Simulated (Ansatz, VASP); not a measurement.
# Two plane-wave programs on BN

```
CELL_PARAMETERS angstrom
0.00000 1.81238 1.81238
1.81238 0.00000 1.81238
1.81238 1.81238 0.00000
ATOMIC_POSITIONS crystal
B 0.50000 0.50000 0.50000
N 0.25000 0.25000 0.25000
```

Alike in both runs: task single point; functional r2SCAN; k mesh 12 × 12 × 12; occupations gaussian, width 0.02 eV; no spin polarisation.

|  | VASP | Ansatz |
| --- | --- | --- |
| version | VASP 6.6.1 | Ansatz 0.2.0 |
| potentials or method | VASP PAW PBE potentials, release 64 (B, N), cutoff 520 eV | scalar-relativistic, plane waves, PAW |
| valence electrons in the cell | 8 | 8 |

```csv
,VASP,Ansatz,Ansatz less VASP
gap on the k mesh at the Fermi level (eV),4.97,4.99,+0.020
least direct gap on the mesh (eV),9.49,9.52,+0.038
```

VASP's potentials were made for PBE, not for r2SCAN.
